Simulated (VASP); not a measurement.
Here is a VASP 6.6.1 calculation.

File POSCAR:

```
CdSe
1.0
    4.5134249099      0.0000000000      0.0000000000
   -2.2567124550      3.9087406301      0.0000000000
    0.0000000000      0.0000000000      7.0152000000
Cd Se
2 2
Direct
    0.6666666667      0.3333333333      0.0000000000
    0.3333333333      0.6666666667      0.5000000000
    0.6666666667      0.3333333333      0.3750000000
    0.3333333333      0.6666666667      0.8750000000
```

File INCAR.step1:

```
SYSTEM = CdSe
PREC = Accurate
ENCUT = 520
ISMEAR = 0
SIGMA = 0.05
LREAL = .FALSE.
LASPH = .TRUE.
NELM = 80
NBANDS = 26
GGA = PE
ALGO = Normal
EDIFF = 1E-4
LWAVE = .TRUE.
LCHARG = .FALSE.
```

Contents of INCAR.step2:

```
SYSTEM = CdSe
PREC = Accurate
ENCUT = 520
EDIFF = 1E-7
ISMEAR = 0
SIGMA = 0.05
LREAL = .FALSE.
LASPH = .TRUE.
NELM = 80
ALGO = Normal
ISIF = 2
LWAVE = .FALSE.
LCHARG = .FALSE.
METAGGA = R2SCAN
LMIXTAU = .TRUE.
NBANDS = 26
ISTART = 1
```

Contents of KPOINTS:

```
regular mesh
0
G
  6 6 4
  0 0 0
```

Potentials or basis: VASP PAW PBE potentials, release 64 (Cd, Se).

Command:

```bash
$ cat potpaw_PBE.64/Cd/POTCAR potpaw_PBE.64/Se/POTCAR > POTCAR
$ cp INCAR.step1 INCAR
$ mpirun -np 1 vasp_std > vasp.out
$ cp INCAR.step2 INCAR
$ mpirun -np 1 vasp_std > vasp.out
```

Task: What does it give for the largest force?

Result: 0.302 eV/Å.

Task: What does it give for the band gap on the k mesh?

Result: 0.94 eV.

Task: What does it give for the pressure?

Result: -2.7 GPa.

Forces on the atoms (eV/Å):
```
Cd   0.000  0.000 -0.302
Cd   0.000  0.000 -0.302
Se   0.000  0.000  0.302
Se   0.000  0.000  0.302
```

Caveat: the cell differs from its parent crystal (strain +0.050 along x and y, +0.000 along z); the PAW data sets were made with another functional, which shifts forces and pressure a little.
